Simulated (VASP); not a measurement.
# MgS (Niningerite) (Fm-3m) in VASP: notebook

MgS (Niningerite) is run at these levels: r2SCAN; tasks: relaxation of the atoms.

Everything below comes from runs of VASP 6.6.1. Logs are shortened: lines on timing, memory, paths and dates and some standing lists are left out, and cuts for length are marked.

**1. The cell of the first run**

It takes space group Fm-3m (No. 225, cubic). The conventional cell has a = 5.099 Å, b = 5.099 Å, c = 5.099 Å, α = 90.00°, β = 90.00°, γ = 90.00°. Mg (site symmetry m-3m) has 6 S at 2.55 Å within 3.4 Å. Within 3.4 Å of S (site symmetry m-3m) lie 6 Mg at 2.55 Å.

**2. Relaxation of the atoms, r2SCAN**

POSCAR reads:

```
MgS
1.0
    0.0000000000      2.5493355000      2.5493355000
    2.5493355000      0.0000000000      2.5493355000
    2.5493355000      2.5493355000      0.0000000000
Mg S
1 1
Direct
    0.0000000000      0.0000000000      0.0000000000
    0.5000000000      0.5000000000      0.5000000000
```

INCAR.step1 reads:

```
ALGO     = Normal         # electronic algorithm
EDIFF    = 1E-4           # SCF threshold, eV
ENCUT    = 520            # plane-wave cutoff, eV
GGA      = PE             # functional
ISMEAR   = -1             # smearing method
LASPH    = True           # aspherical terms in the spheres
LCHARG   = False          # write CHGCAR
LREAL    = False          # projectors in reciprocal space
LWAVE    = True           # write WAVECAR
NELM     = 60             # most SCF steps
PREC     = Accurate       # precision mode
SIGMA    = 0.02           # smearing width, eV
```

INCAR.step2 reads:

```
ALGO     = Normal         # electronic algorithm
EDIFF    = 1E-6           # SCF threshold, eV
EDIFFG   = -0.01          # ionic threshold
ENCUT    = 520            # plane-wave cutoff, eV
IBRION   = 2              # ionic algorithm
ISIF     = 2              # what is computed and relaxed
ISMEAR   = -1             # smearing method
ISTART   = 1            
LASPH    = True           # aspherical terms in the spheres
LCHARG   = False          # write CHGCAR
LMIXTAU  = True         
LREAL    = False          # projectors in reciprocal space
LWAVE    = False          # write WAVECAR
METAGGA  = R2SCAN         # meta-GGA
NELM     = 60             # most SCF steps
NSW      = 50             # ionic steps
PREC     = Accurate       # precision mode
SIGMA    = 0.02           # smearing width, eV
```

KPOINTS reads:

```
k-points
0
Gamma
  10 10 10
```

Potentials or basis: VASP PAW PBE potentials, release 64 (Mg, S).

Command:

```sh
$ cat potpaw_PBE.64/Mg/POTCAR potpaw_PBE.64/S/POTCAR > POTCAR
$ cp INCAR.step1 INCAR
$ mpirun -np 1 vasp_std > vasp.out
$ cp INCAR.step2 INCAR
$ mpirun -np 1 vasp_std > vasp.out
```

OUTCAR:

```text
EDIFF = 1E-6
   EDIFFG = -0.01
   ENCUT = 520
   IBRION = 2
   ISIF = 2
   ISMEAR = -1
   ISTART = 1
   LASPH = True
   LREAL = False
   METAGGA = R2SCAN
   NELM = 60
   NSW = 50
   PREC = Accurate

 ion  position               nearest neighbor table
   1  0.000  0.000  0.000-   2 2.55   2 2.55   2 2.55   2 2.55   2 2.55   2 2.55
   2  0.500  0.500  0.500-   1 2.55   1 2.55   1 2.55   1 2.55   1 2.55   1 2.55

  LATTYP: Found a face centered cubic cell.
 ALAT       =     5.0986710000

  Lattice vectors:

 A1 = (   0.0000000000,   2.5493355000,   2.5493355000)
 A2 = (   2.5493355000,   0.0000000000,   2.5493355000)
 A3 = (   2.5493355000,   2.5493355000,   0.0000000000)

Analysis of symmetry for initial positions (statically):
=====================================================================
 Subroutine PRICEL returns:
 Original cell was already a primitive cell.

 Routine SETGRP: Setting up the symmetry group for a
 face centered cubic supercell.

 Subroutine GETGRP returns: Found 48 space group operations
 (whereof 48 operations were pure point group operations)
 out of a pool of 48 trial point group operations.

The static configuration has the point symmetry O_h .

Analysis of symmetry for dynamics (positions and initial velocities):
=====================================================================
 Subroutine PRICEL returns:
 Original cell was already a primitive cell.

 Routine SETGRP: Setting up the symmetry group for a
 face centered cubic supercell.

 Subroutine GETGRP returns: Found 48 space group operations
 (whereof 48 operations were pure point group operations)
 out of a pool of 48 trial point group operations.

The dynamic configuration has the point symmetry O_h .

 Subroutine INISYM returns: Found 48 space group operations
 (whereof 48 operations are pure point group operations),
 and found     1 'primitive' translations

----------------------------------------------------------------------------------------

                                     Primitive cell

  volume of cell :      33.1368

  direct lattice vectors                    reciprocal lattice vectors
     0.000000000  2.549335500  2.549335500    -0.196129540  0.196129540  0.196129540
     2.549335500  0.000000000  2.549335500     0.196129540 -0.196129540  0.196129540
     2.549335500  2.549335500  0.000000000     0.196129540  0.196129540 -0.196129540

  length of vectors
     3.605304839  3.605304839  3.605304839     0.339706329  0.339706329  0.339706329
[... 80 lines left out ...]
   NELM   =     60;   NELMIN=  2; NELMDL=  0     # of ELM steps
   EDIFF  = 0.1E-05   stopping-criterion for ELM
   LREAL  =      F    real-space projection
   EDIFFG = -.1E-01   stopping-criterion for IOM
   NSW    =     50    number of steps for IOM
   IBRION =      2    ionic relax: 0-MD 1-quasi-New 2-CG
   NFREE  =      1    steps in history (QN), initial steepest desc. (CG)
   ISIF   =      2    stress and relaxation
   ISYM   =      2    0-nonsym 1-usesym 2-fastsym
   POTIM  = 0.5000    time-step for ionic-motion
   TEBEG  =    0.0;   TEEND  =   0.0 temperature during run
   PSTRESS=    0.0 pullay stress
   NELECT =       8.0000    total number of electrons
   NUPDOWN=      -1.0000    fix difference up-down
   EMIN   =  10.00;   EMAX   =-10.00  energy-range for DOS
   EFERMI =   0.00;   METHOD = LEGACY
   ISMEAR =    -1;   SIGMA  =   0.02  broadening in eV -4-tet -1-fermi 0-gaus
   EFERMI_NEDOS =   21; number of points for ismear=-14 and -15
   IALGO  =     38    algorithm
   IMIX   =      4    mixing-type and parameters
     AMIX     =   0.40;   BMIX     =  1.00
     AMIX_MAG =   1.60;   BMIX_MAG =  1.00
  volume/ion in A,a.u.               =      16.57       111.81
  Fermi-wavevector in a.u.,A,eV,Ry     =   1.019376  1.926342 14.138193  1.039128
  Thomas-Fermi vector in A             =   2.152887
   LORBIT       =      0    0 simple, 1 ext, 2 COOP (PROOUT), +10 PAW based schemes
   METAGGA = R2SCAN    functional components
   LHFCALC =     F    Hartree Fock is set to
   AEXX    =    0.0000 exact exchange contribution
   IVDW    =     0    specifies the selected vdW correction
   LEPSILON=     F    determine dielectric tensor
   LRPA    =     F    only Hartree local field effects (RPA)
 conjugate gradient relaxation of ions
 non-spin polarized calculation
  energy-cutoff  :      520.00
  volume of cell :       33.14
 maximum number of plane-waves:       914
   NGX = 13   NGY = 13   NGZ = 13

 number of electron       7.9999999 magnetization

 Free energy of the ion-electron system (eV)
  ---------------------------------------------------
  ext. energy  EPLUGINS =         0.00000000
  ---------------------------------------------------
  free energy    TOTEN  =       -15.48276938 eV

  energy without entropy =      -15.48276938  energy(sigma->0) =      -15.48276938

 E-fermi :   4.4759     XC(G=0): -10.3629

 val. band max:        4.0541096700   @ k =   0.0000   0.0000   0.0000
 cond. band min:       7.6175065349   @ k =   0.5000   0.5000   0.0000
 fundamental gap:      3.5633968649
 Fermi energy:         4.4759307879

 k-point     1 :       0.0000    0.0000    0.0000
  band No.  band energies     occupation
      1      -9.5010      2.00000
      2       4.0541      2.00000
      3       4.0541      2.00000
      4       4.0541      2.00000
      5       9.2027      0.00000
      6      12.5343      0.00000
      7      12.5343      0.00000
      8      12.5343      0.00000
[... 243 lines left out ...]
 k-point    24 :       0.4000    0.3000    0.0000
  band No.  band energies     occupation
      1      -8.0339      2.00000
      2       0.1717      2.00000
      3       2.2394      2.00000
      4       2.5310      2.00000
      5       8.7990      0.00000
      6       9.7204      0.00000
      7      14.9064      0.00000
      8      15.5317      0.00000

 [... further k-points ...]
[... 5 lines left out ...]
  --------------------------------------------------------------------------------------
  -------------------------------------------------------------------------------------
  Total        1.0288716      1.0288716      1.0288716      0.0000000      0.0000000      0.0000000
  in kB       49.7462981     49.7462981     49.7462981      0.0000000      0.0000000      0.0000000
  external PRESSURE =      49.7462981 kB  Pullay stress =       0.0000000 kB

 VOLUME and BASIS-vectors are now :
 -----------------------------------------------------------------------------
  energy-cutoff  :      520.00
  volume of cell :       33.14
      direct lattice vectors                 reciprocal lattice vectors
     0.000000000  2.549335500  2.549335500    -0.196129540  0.196129540  0.196129540
     2.549335500  0.000000000  2.549335500     0.196129540 -0.196129540  0.196129540
     2.549335500  2.549335500  0.000000000     0.196129540  0.196129540 -0.196129540

 POSITION                                       TOTAL-FORCE (eV/Angst)
 -----------------------------------------------------------------------------------
      0.00000      0.00000      0.00000         0.000000     -0.000000      0.000000
      2.54934      2.54934      2.54934        -0.000000      0.000000     -0.000000
 -----------------------------------------------------------------------------------
    total drift:                                0.000000      0.000000      0.000000

  FREE ENERGIE OF THE ION-ELECTRON SYSTEM (eV)
  ---------------------------------------------------
  free  energy   TOTEN  =       -15.4827693799 eV

  energy  without entropy=      -15.4827693798  energy(sigma->0) =      -15.48276938

 reached required accuracy - stopping structural energy minimisation
```

OSZICAR.step1:

```text
N       E                     dE             d eps       ncg     rms          rms(c)
DAV:   1     0.232690054003E+02    0.23269E+02   -0.37548E+03   808   0.819E+02
DAV:   2    -0.790092817845E+01   -0.31170E+02   -0.29870E+02  1024   0.109E+02
DAV:   3    -0.883706722208E+01   -0.93614E+00   -0.93614E+00   984   0.251E+01
DAV:   4    -0.884089133977E+01   -0.38241E-02   -0.38241E-02  1176   0.172E+00
DAV:   5    -0.884089352467E+01   -0.21849E-05   -0.21849E-05  1008   0.442E-02    0.470E+00
DAV:   6    -0.849716094089E+01    0.34373E+00   -0.85014E-01   784   0.469E+00    0.372E+00
DAV:   7    -0.845680842876E+01    0.40353E-01   -0.23816E-01   984   0.266E+00    0.241E+00
DAV:   8    -0.845721616268E+01   -0.40773E-03   -0.11827E-02   888   0.922E-01    0.895E-01
DAV:   9    -0.845707975750E+01    0.13641E-03   -0.44749E-04   952   0.179E-01    0.249E-01
DAV:  10    -0.845711515513E+01   -0.35398E-04   -0.10576E-04   592   0.718E-02
   1 F= -.84571152E+01 E0= -.84571152E+01  d E =-.362867E-10
```

It took 28 s on 1 thread of Intel Xeon 6975P-C (Granite Rapids), shared host; peak memory 0.16 GiB.

What came out:

| Item | Value |
| --- | --- |
| Free energy | -15.4828 eV |
| Pressure after relaxing | 5.0 GPa |
| Band gap on the k mesh | 3.56 eV, indirect (least direct gap 5.15 eV) |

Final structure:
```yaml
crystal:
  lattice:
    - [0.00000, 2.54934, 2.54934]
    - [2.54934, 0.00000, 2.54934]
    - [2.54934, 2.54934, 0.00000]
  atoms:
    - { symbol: Mg, position: [0.00000, 0.00000, 0.00000] }
    - { symbol: S, position: [0.50000, 0.50000, 0.50000] }
```

Levels at points of the mesh, in eV from the valence-band top:
```tsv
k point	band 1	band 2	band 3	band 4	band 5	band 6	band 7	band 8
(0.00, 0.00, 0.00)	-13.56	0.00	0.00	0.00	5.15	8.48	8.48	8.48
(0.50, 0.00, 0.00)	-12.06	-5.22	-0.70	-0.70	5.31	7.57	7.57	11.93
(0.50, 0.50, 0.00)	-11.62	-4.61	-1.87	-1.87	3.56	4.73	13.67	13.79
```

Caveat: the relaxation stopped at its first step, so nothing moved; the PAW data sets were made with another functional, which shifts forces and pressure a little. A k mesh can miss the band edges.

(Continued in part 2 of 2.)
